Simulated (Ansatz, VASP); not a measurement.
## SrRe in VASP and in Ansatz

```
CELL_PARAMETERS angstrom
3.85755 0.00000 0.00000
-1.92878 3.34074 0.00000
0.00000 0.00000 5.53077
ATOMIC_POSITIONS crystal
Sr 0.33333 0.66667 0.50000
Re 0.00000 0.00000 0.00000
```

Alike in both runs: task relaxation of cell and atoms; functional PBE; k mesh 6 × 6 × 4; occupations gaussian, width 0.1 eV; no spin polarisation.

```csv
,VASP,Ansatz
version,VASP 6.6.1,Ansatz 0.2.0
potentials or method,"VASP PAW PBE potentials, release 64 (Sr_sv, Re), cutoff 600 eV","scalar-relativistic, plane waves, PAW"
valence electrons in the cell,17,25
```

|  | VASP | Ansatz | Ansatz less VASP |
| --- | --- | --- | --- |
| gap on the k mesh at the Fermi level, each at its own relaxed structure (eV) | none | none | - |
| relaxed volume (Å³/atom) | 21.27 | 21.18 | -0.095 |
| relaxed cell length with the largest relative difference (Å) | 5.467 | 5.493 | +0.0264 |

A gap of «none» marks a metal or a gap that the smearing closes. VASP's potentials hold 17 valence electrons a cell and Ansatz's 25, so a difference there can come from the potentials and not from the codes.

Neither program's run includes spin-orbit coupling. Noted on VASP's run: the volume moved by over 15 % at a fixed basis, so the end points are rough.
